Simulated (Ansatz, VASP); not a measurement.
# AlCu in VASP and in Ansatz

POSCAR

```
AlCu
1.0
    3.1721659599      0.7930414900      0.7930414900
    0.7930414900      3.1721659599      0.7930414900
    0.7930414900      0.7930414900      3.1721659599
Al Cu
1 1
Direct
    0.0000000000      0.0000000000      0.0000000000
    0.5000000000      0.5000000000      0.5000000000
```

The input INCAR.step1:

```
PREC = Accurate
ENCUT = 520
ISMEAR = 0
SIGMA = 0.15
LREAL = False
LASPH = True
NELM = 60
NBANDS = 14
GGA = PE
ALGO = Normal
EDIFF = 1E-4
LWAVE = True
LCHARG = False
```

Contents of INCAR.step2:

```
PREC = Accurate
ENCUT = 520
EDIFF = 1E-6
ISMEAR = 0
SIGMA = 0.15
LREAL = False
LASPH = True
NELM = 60
ALGO = Normal
ISIF = 2
LWAVE = False
LCHARG = False
METAGGA = R2SCAN
LMIXTAU = True
NBANDS = 14
ISTART = 1
```

KPOINTS

```
Automatic mesh
0
Gamma
  18 18 18
```

Input for Ansatz:

```yaml
crystal:
  lattice:
    - [3.1721659599, 0.79304149, 0.79304149]
    - [0.79304149, 3.1721659599, 0.79304149]
    - [0.79304149, 0.79304149, 3.1721659599]
  atoms:
    - { symbol: Al, position: [0.0, 0.0, 0.0] }
    - { symbol: Cu, position: [0.5, 0.5, 0.5] }
basis:
  ecutwfc: 500
kpoints:
  mp_grid: { grid: [18, 18, 18] }
hamiltonian:
  xc: r2scan
scf:
  occupations: { method: gaussian, width: 0.15 }
output:
  forces: true
  stress: true
  eigenvalues: true
```

Alike in both runs: task single point; functional r2SCAN; k mesh 18 × 18 × 18; occupations gaussian, width 0.15 eV; no spin polarisation.

|  | VASP | Ansatz |
| --- | --- | --- |
| version | VASP 6.6.1 | Ansatz 0.2.0 |
| potentials or method | VASP PAW PBE potentials, release 64 (Al, Cu), cutoff 520 eV | scalar-relativistic, plane waves, PAW |
| valence electrons in the cell | 14 | 22 |

|  | VASP | Ansatz | Ansatz less VASP |
| --- | --- | --- | --- |
| gap on the k mesh at the Fermi level (eV) | none | none | - |
| pressure (GPa) | 17.6 | 17.8 | +0.21 |

VASP's potentials were made for PBE, not for r2SCAN. A gap of «none» marks a metal or a gap that the smearing closes. With one functional, cell and mesh, what is left measures potentials, basis and numerics. VASP's potentials hold 14 valence electrons a cell and Ansatz's 22, so a difference there can come from the potentials and not from the codes.
